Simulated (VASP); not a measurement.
# Sn (Fd-3m) in VASP: a series of runs

Runs on Sn. Level: LDA. Tasks: single point, relaxation of cell and atoms.

Program: VASP 6.6.1. These are calculated values, not measurements. Logs are shortened: lines on timing, memory, paths and dates and some standing lists are left out, and cuts for length are marked.

## 1. The cell of the first run

Symmetry: Fd-3m, No. 227, cubic system. The conventional cell has a = 6.476 Å, b = 6.476 Å, c = 6.476 Å, α = 90.00°, β = 90.00°, γ = 90.00°. Within 3.7 Å of Sn (site symmetry -43m) lie 4 Sn at 2.80 Å.

## 2. Single point, LDA

The input, INCAR:

```
SYSTEM = Sn
ALGO = Normal
EDIFF = 1E-7
ENCUT = 520
ISIF = 2
ISMEAR = 1
LASPH = .True.
LCHARG = .False.
LREAL = .False.
LWAVE = .False.
NBANDS = 21
NELM = 100
PREC = Accurate
SIGMA = 0.05
```

The input, KPOINTS:

```
k-points
0
Gamma
  6 6 6
  0 0 0
```

The input, POSCAR:

```
Sn
1.0
    0.0000000000      3.2381066421      3.2381066421
    3.2381066421      0.0000000000      3.2381066421
    3.2381066421      3.2381066421      0.0000000000
Sn
2
Direct
    0.0000000000      0.0000000000      0.0000000000
    0.2500000000      0.2500000000      0.2500000000
```

Potentials or basis: VASP PAW LDA potentials, release 64 (Sn_d).

Run with:

```console
$ cat potpaw_LDA.64/Sn_d/POTCAR > POTCAR
$ mpirun -np 1 vasp_std > vasp.out
```

OUTCAR:

```text
SYSTEM = Sn
   EDIFF = 1E-7
   ENCUT = 520
   ISIF = 2
   ISMEAR = 1
   LASPH = .True.
   LREAL = .False.
   NELM = 100
   PREC = Accurate

 ion  position               nearest neighbor table
   1  0.000  0.000  0.000-   2 2.80   2 2.80   2 2.80   2 2.80
   2  0.250  0.250  0.250-   1 2.80   1 2.80   1 2.80   1 2.80

  LATTYP: Found a face centered cubic cell.
 ALAT       =     6.4762132842

  Lattice vectors:

 A1 = (   0.0000000000,   3.2381066421,   3.2381066421)
 A2 = (   3.2381066421,   0.0000000000,   3.2381066421)
 A3 = (   3.2381066421,   3.2381066421,   0.0000000000)

Analysis of symmetry for initial positions (statically):
=====================================================================
 Subroutine PRICEL returns:
 Original cell was already a primitive cell.

 Routine SETGRP: Setting up the symmetry group for a
 face centered cubic supercell.

 Subroutine GETGRP returns: Found 48 space group operations
 (whereof 24 operations were pure point group operations)
 out of a pool of 48 trial point group operations.

The static configuration has the point symmetry T_d .
 The point group associated with its full space group is O_h .

Analysis of symmetry for dynamics (positions and initial velocities):
=====================================================================
 Subroutine PRICEL returns:
 Original cell was already a primitive cell.

 Routine SETGRP: Setting up the symmetry group for a
 face centered cubic supercell.

 Subroutine GETGRP returns: Found 48 space group operations
 (whereof 24 operations were pure point group operations)
 out of a pool of 48 trial point group operations.

The dynamic configuration has the point symmetry T_d .
 The point group associated with its full space group is O_h .

 Subroutine INISYM returns: Found 48 space group operations
 (whereof 24 operations are pure point group operations),
 and found     1 'primitive' translations

----------------------------------------------------------------------------------------

                                     Primitive cell

  volume of cell :      67.9053

  direct lattice vectors                    reciprocal lattice vectors
     0.000000000  3.238106642  3.238106642    -0.154411221  0.154411221  0.154411221
     3.238106642  0.000000000  3.238106642     0.154411221 -0.154411221  0.154411221
     3.238106642  3.238106642  0.000000000     0.154411221  0.154411221 -0.154411221

  length of vectors
     4.579374330  4.579374330  4.579374330     0.267448080  0.267448080  0.267448080

  position of ions in fractional coordinates (direct lattice)
     0.000000000  0.000000000  0.000000000
     0.250000000  0.250000000  0.250000000

  ion indices of the primitive-cell ions
   primitive index   ion index
                 1           1
                 2           2

----------------------------------------------------------------------------------------

 KPOINTS: k-points

Automatic generation of k-mesh.
 Grid dimensions read from file:
 generate k-points for:    6    6    6

 Generating k-lattice:

  Cartesian coordinates                     Fractional coordinates (reciprocal lattice)
    -0.025735203  0.025735203  0.025735203     0.166666667  0.000000000  0.000000000
     0.025735203 -0.025735203  0.025735203     0.000000000  0.166666667  0.000000000
     0.025735203  0.025735203 -0.025735203     0.000000000  0.000000000  0.166666667

  Length of vectors
     0.044574680  0.044574680  0.044574680

  Shift w.r.t. Gamma in fractional coordinates (k-lattice)
     0.000000000  0.000000000  0.000000000

 Subroutine IBZKPT returns following result:
 ===========================================

 Found     16 irreducible k-points:

 Following reciprocal coordinates:
            Coordinates               Weight
  0.000000  0.000000  0.000000      1.000000
  0.166667  0.000000  0.000000      8.000000
  0.333333  0.000000  0.000000      8.000000
  0.500000  0.000000  0.000000      4.000000
  0.166667  0.166667  0.000000      6.000000
  0.333333  0.166667  0.000000     24.000000
[... 8 lines left out ...]
 -0.333333  0.333333  0.166667     24.000000
 -0.333333  0.500000  0.166667     12.000000
   k-points           NKPTS =     16   k-points in BZ     NKDIM =     16   number of bands    NBANDS=     21
   number of dos      NEDOS =    301   number of ions     NIONS =      2
   total plane-waves  NPLWV =  46656
   dimension x,y,z NGX =    36 NGY =   36 NGZ =   36
   dimension x,y,z NGXF=    72 NGYF=   72 NGZF=   72
   ions per type =               2
   NGX,Y,Z   is equivalent  to a cutoff of  13.07, 13.07, 13.07 a.u.
   NGXF,Y,Z  is equivalent  to a cutoff of  26.14, 26.14, 26.14 a.u.
 SYSTEM =  Sn
   PREC   = accura    normal or accurate (medium, high low for compatibility)
   ISTART =      0    job   : 0-new  1-cont  2-samecut
   ICHARG =      2    charge: 1-file 2-atom 10-const
   ISPIN  =      1    spin polarized calculation?
   LNONCOLLINEAR =      F non collinear calculations
   LSORBIT =      F    spin-orbit coupling
   LASPH  =      T    aspherical Exc in radial PAW
   ENCUT  =  520.0 eV  38.22 Ry    6.18 a.u.   8.51  8.51  8.51*2*pi/ulx,y,z
   NELM   =    100;   NELMIN=  2; NELMDL= -5     # of ELM steps
   EDIFF  = 0.1E-06   stopping-criterion for ELM
   LREAL  =      F    real-space projection
   EDIFFG = 0.1E-05   stopping-criterion for IOM
   NSW    =      0    number of steps for IOM
   IBRION =     -1    ionic relax: 0-MD 1-quasi-New 2-CG
   NFREE  =      0    steps in history (QN), initial steepest desc. (CG)
   ISIF   =      2    stress and relaxation
   ISYM   =      2    0-nonsym 1-usesym 2-fastsym
   POTIM  = 0.5000    time-step for ionic-motion
   TEBEG  =    0.0;   TEEND  =   0.0 temperature during run
   PSTRESS=    0.0 pullay stress
   NELECT =      28.0000    total number of electrons
   NUPDOWN=      -1.0000    fix difference up-down
   EMIN   =  10.00;   EMAX   =-10.00  energy-range for DOS
   EFERMI =   0.00;   METHOD = LEGACY
   ISMEAR =     1;   SIGMA  =   0.05  broadening in eV -4-tet -1-fermi 0-gaus
   EFERMI_NEDOS =   21; number of points for ismear=-14 and -15
   IALGO  =     38    algorithm
   IMIX   =      4    mixing-type and parameters
     AMIX     =   0.40;   BMIX     =  1.00
     AMIX_MAG =   1.60;   BMIX_MAG =  1.00
  volume/ion in A,a.u.               =      33.95       229.12
  Fermi-wavevector in a.u.,A,eV,Ry     =   1.218502  2.302636 20.201222  1.484748
  Thomas-Fermi vector in A             =   2.353787
   LORBIT       =      0    0 simple, 1 ext, 2 COOP (PROOUT), +10 PAW based schemes
   GGA     = CA    functional components
   LHFCALC =     F    Hartree Fock is set to
   AEXX    =    0.0000 exact exchange contribution
   IVDW    =     0    specifies the selected vdW correction
   LEPSILON=     F    determine dielectric tensor
   LRPA    =     F    only Hartree local field effects (RPA)
 non-spin polarized calculation
 Methfessel and Paxton  Order N= 1 SIGMA  =   0.05
  energy-cutoff  :      520.00
  volume of cell :       67.91
 maximum number of plane-waves:      1853
 NGX is ok and might be reduce to    36
   NGX = 17   NGY = 17   NGZ = 17

 number of electron      28.0000006 magnetization

 Free energy of the ion-electron system (eV)
  ---------------------------------------------------
  ext. energy  EPLUGINS =         0.00000000
  ---------------------------------------------------
  free energy    TOTEN  =        -8.90632592 eV

  energy without entropy =       -8.90606480  energy(sigma->0) =       -8.90623888

 E-fermi :   5.3484     XC(G=0):  -9.2176

 val. band max:        5.3484280344   @ k =   0.5000   0.0000   0.0000
 cond. band min:       5.5224045328   @ k =   0.3333   0.0000   0.0000
 fundamental gap:      0.1739764984
 Fermi energy:         5.3484287621

 k-point     1 :       0.0000    0.0000    0.0000
  band No.  band energies     occupation
      1     -16.1840      2.00000
      2     -16.1840      2.00000
      3     -16.1840      2.00000
      4     -16.1218      2.00000
      5     -16.1218      2.00000
      6     -15.8044      2.00000
[... 13 lines left out ...]
     20      13.4907      0.00000
     21      13.4907      0.00000

 k-point     2 :       0.1667    0.0000    0.0000
  band No.  band energies     occupation
      1     -16.2006      2.00000
      2     -16.2006      2.00000
      3     -16.1774      2.00000
      4     -16.0976      2.00000
      5     -16.0976      2.00000
      6     -15.8347      2.00000
[... 13 lines left out ...]
     20      12.3685      0.00000
     21      12.3685      0.00000

 k-point     3 :       0.3333    0.0000    0.0000
  band No.  band energies     occupation
      1     -16.2167      2.00000
      2     -16.2167      2.00000
      3     -16.1637      2.00000
      4     -16.0687      2.00000
      5     -16.0687      2.00000
      6     -15.8586      2.00000
[... 13 lines left out ...]
     20      12.7867      0.00000
     21      12.7867      0.00000

 k-point     4 :       0.5000    0.0000    0.0000
  band No.  band energies     occupation
      1     -16.2212      2.00000
      2     -16.2212      2.00000
      3     -16.1565      2.00000
      4     -16.0596      2.00000
      5     -16.0596      2.00000
      6     -15.8649      2.00000
[... 13 lines left out ...]
     20      14.2238      0.00000
     21      14.2782      0.00000

 k-point     5 :       0.1667    0.1667    0.0000
  band No.  band energies     occupation
      1     -16.1988      2.00000
      2     -16.1988      2.00000
      3     -16.1930      2.00000
      4     -16.0994      2.00000
      5     -16.0698      2.00000
      6     -15.8832      2.00000
[... 13 lines left out ...]
     20      11.9144      0.00000
     21      13.7980      0.00000
[... 190 lines left out ...]
     20      14.6709      0.00000
     21      15.8838      0.00000

 k-point    14 :       0.5000    0.3333    0.1667
  band No.  band energies     occupation
      1     -16.2430      2.00000
      2     -16.2372      2.00000
      3     -16.1226      2.00000
      4     -16.0390      2.00000
      5     -15.9909      2.00000
      6     -15.9629      2.00000
[... 13 lines left out ...]
     20      13.4509      0.00000
     21      15.1860      0.00000

 k-point    15 :      -0.3333    0.3333    0.1667
  band No.  band energies     occupation
      1     -16.2572      2.00000
      2     -16.2421      2.00000
      3     -16.0890      2.00000
      4     -16.0118      2.00000
      5     -15.9811      2.00000
      6     -15.9680      2.00000
[... 13 lines left out ...]
     20      14.7680      0.00000
     21      15.0909      0.00000

 k-point    16 :      -0.3333    0.5000    0.1667
  band No.  band energies     occupation
      1     -16.2508      2.00000
      2     -16.2508      2.00000
      3     -16.0567      2.00000
      4     -16.0567      2.00000
      5     -15.9604      2.00000
      6     -15.9604      2.00000
[... 13 lines left out ...]
     20      14.4714      0.00000
     21      15.6863      0.00000

------------------------ aborting loop because EDIFF is reached ----------------------------------------

  FORCE on cell =-STRESS in cart. coord.  units (eV):
  Direction    XX          YY          ZZ          XY          YZ          ZX
  --------------------------------------------------------------------------------------
  -------------------------------------------------------------------------------------
  Total        0.0016228      0.0016228      0.0016228      0.0000000      0.0000000      0.0000000
  in kB        0.0382881      0.0382881      0.0382881      0.0000000      0.0000000      0.0000000
  external PRESSURE =       0.0382881 kB  Pullay stress =       0.0000000 kB

 VOLUME and BASIS-vectors are now :
 -----------------------------------------------------------------------------
  energy-cutoff  :      520.00
  volume of cell :       67.91
      direct lattice vectors                 reciprocal lattice vectors
     0.000000000  3.238106642  3.238106642    -0.154411221  0.154411221  0.154411221
     3.238106642  0.000000000  3.238106642     0.154411221 -0.154411221  0.154411221
     3.238106642  3.238106642  0.000000000     0.154411221  0.154411221 -0.154411221

 POSITION                                       TOTAL-FORCE (eV/Angst)
 -----------------------------------------------------------------------------------
      0.00000      0.00000      0.00000         0.000000      0.000000      0.000000
      1.61905      1.61905      1.61905        -0.000000     -0.000000     -0.000000
 -----------------------------------------------------------------------------------
    total drift:                                0.000000      0.000000      0.000000

  FREE ENERGIE OF THE ION-ELECTRON SYSTEM (eV)
  ---------------------------------------------------
  free  energy   TOTEN  =        -8.9063259199 eV

  energy  without entropy=       -8.9060648039  energy(sigma->0) =       -8.90623888
```

Run time: 36 s. Hardware: 1 thread of AMD EPYC 7R13, shared host; peak memory 0.14 GiB.

What came out:

```yaml
Free_energy: -8.9063 eV
Pressure: 0.0 GPa
Band_gap_on_the_k_mesh: zero (band 14 reaches 5.53 eV, above the bottom of band 15 at 5.35 eV)
```

Caveat: spin-orbit coupling is left out, which moves the levels of the heavy elements.

## 3. Relaxation of cell and atoms, LDA

This run uses another cell than the first one, of 33.80 Å³/atom, 0.996 times its volume.

The input, INCAR:

```
PREC = Accurate
ENCUT = 600
EDIFF = 1E-7
ISMEAR = 1
SIGMA = 0.05
LREAL = False
LASPH = True
NELM = 80
ALGO = Normal
ISIF = 3
LWAVE = False
LCHARG = False
GGA = CA
IBRION = 2
NSW = 60
EDIFFG = -0.03
```

The input, KPOINTS:

```
regular mesh
0
Gamma
  6 6 6
```

The input, POSCAR:

```
Sn
1.0
    0.0000000000      3.2333430000      3.2333430000
    3.2333430000      0.0000000000      3.2333430000
    3.2333430000      3.2333430000      0.0000000000
Sn
2
Direct
    0.0000000000      0.0000000000      0.0000000000
    0.2500000000      0.2500000000      0.2500000000
```

Potentials or basis: VASP PAW LDA potentials, release 64 (Sn_d).

Run with:

```console
$ cat potpaw_LDA.64/Sn_d/POTCAR > POTCAR
$ mpirun -np 1 vasp_std > vasp.out
```

It took 61 s on 1 thread of AMD EPYC 7R13, shared host; peak memory 0.16 GiB.

The run converged. Its results:

| Property | Result |
| --- | --- |
| Free energy | -8.9064 eV |
| Relaxed volume | 34.05 Å³/atom |
| Relaxed cell | a = 4.584 Å, b = 4.584 Å, c = 4.584 Å, α = 60.00°, β = 60.00°, γ = 60.00° |
| Space group after relaxing (to 0.05 Å) | Fd-3m (No. 227) |
| Energy gained by relaxing | 0.1 meV/atom |
| Ionic steps | 2 |
| Pressure after relaxing | -0.1 GPa |
| Band gap on the k mesh | zero (band 14 reaches 5.49 eV, above the bottom of band 15 at 5.31 eV) |

The path:
```csv
step,energy change (eV),largest force (eV/Å),pressure (GPa),volume (Å³)
1,0.0000,0.0000,0.24,67.61
2,-0.0003,0.0000,-0.09,68.11
```

Final structure:
```
Sn
1.0
     0.00000    3.24129    3.24129
     3.24129    0.00000    3.24129
     3.24129    3.24129    0.00000
Sn
2
Direct
  0.00000 0.00000 0.00000
  0.25000 0.25000 0.25000
```

Levels at points of the mesh, in eV from the Fermi level:
```
           k point  band 10  band 11  band 12  band 13  band 14  band 15  band 16  band 17  band 18
(0.00, 0.00, 0.00)   -21.13   -10.57    -0.68     0.18     0.18     0.18     2.24     2.24     2.24
(0.50, 0.00, 0.00)   -21.09    -8.94    -6.25    -1.03    -1.03     0.00     3.32     3.32     5.62
(0.50, 0.50, 0.00)   -21.07    -7.47    -7.47    -2.38    -2.38     0.85     0.85     7.77     7.77
```

Caveat: spin-orbit coupling is left out, which moves the levels of the heavy elements.
